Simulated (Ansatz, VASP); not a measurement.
## One calculation of WS2, two programs

```
W S
1.0
     3.17033    0.00000    0.00000
    -1.58516    2.74558    0.00000
     0.00000    0.00000   12.49608
W S
2 4
Direct
  0.33333 0.66667 0.25000
  0.66667 0.33333 0.75000
  0.33333 0.66667 0.62492
  0.66667 0.33333 0.12492
  0.33333 0.66667 0.87508
  0.66667 0.33333 0.37508
```

Alike in both runs: functional r2SCAN; dispersion rVV10; k mesh 12 × 12 × 2; occupations gaussian, width 0.02 eV; no spin polarisation.

Ansatz relaxed the structure, and its values are those at the end. VASP's run is a single point on that final structure, the one shown.

|  | VASP | Ansatz |
| --- | --- | --- |
| version | VASP 6.6.1 | Ansatz 0.2.0 |
| potentials or method | VASP PAW PBE potentials, release 64 (W_sv, S), cutoff 520 eV | scalar-relativistic, plane waves, PAW |
| valence electrons in the cell | 52 | 52 |

|  | VASP | Ansatz | Ansatz less VASP |
| --- | --- | --- | --- |
| gap on the k mesh at the Fermi level (eV) | 1.15 | 1.14 | -0.011 |
| least direct gap on the mesh (eV) | 1.90 | 1.90 | -0.003 |
| pressure (GPa) | 0.3 | 0.0 | -0.36 |
| rms of the force components (eV/Å) | 0.017 | 0.000 | -0.0165 |

VASP's potentials were made for PBE, not for r2SCAN.

Neither program's run includes spin-orbit coupling.
